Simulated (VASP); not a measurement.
A run of VASP 6.6.1:

Contents of INCAR:

```
SYSTEM = K2IBr
PREC     = Accurate       ! precision mode
ENCUT    = 520            ! plane-wave cutoff, eV
EDIFF    = 1E-6           ! SCF threshold, eV
ISMEAR   = 0              ! smearing method
SIGMA    = 0.01           ! smearing width, eV
LREAL    = .FALSE.        ! projectors in reciprocal space
LASPH    = .TRUE.         ! aspherical terms in the spheres
NELM     = 80             ! most SCF steps
ALGO     = Normal         ! electronic algorithm
ISIF     = 2              ! what is computed and relaxed
LWAVE    = .FALSE.        ! write WAVECAR
LCHARG   = .FALSE.        ! write CHGCAR
GGA      = PS             ! functional
NBANDS   = 24             ! bands
```

KPOINTS

```
regular mesh
0
G
  4 4 4
  0 0 0
```

File POSCAR:

```
K2IBr
1.0
    2.4182725708      1.3961903197      7.9198857774
   -2.4182725708      1.3961903197      7.9198857774
    0.0000000000     -2.7923806394      7.9198857774
Br I K
1 1 2
Direct
    1.0000000000      0.0000000000      0.0000000000
    0.5000000000      0.5000000000      0.5000000000
    0.2558971245      0.2558971245      0.2558971245
    0.7441028755      0.7441028755      0.7441028755
```

Potentials or basis: VASP PAW PBE potentials, release 64 (Br, I, K_sv).

Run with:

```console
$ cat potpaw_PBE.64/Br/POTCAR potpaw_PBE.64/I/POTCAR potpaw_PBE.64/K_sv/POTCAR > POTCAR
$ mpirun -np 1 vasp_std > vasp.out
```

Hardware: 1 thread of Intel(R) Xeon(R) Platinum 8259CL CPU @ 2.50GHz (Skylake/Cascade Lake), with other jobs on the host.

Problem. How long does it take, and how much memory?

Solution. Run time: 3.4 min on 1 thread of Intel(R) Xeon(R) Platinum 8259CL CPU @ 2.50GHz (Skylake/Cascade Lake) (shared host), peak memory 0.56 GiB. Counts: scf iterations 14, k points 13.
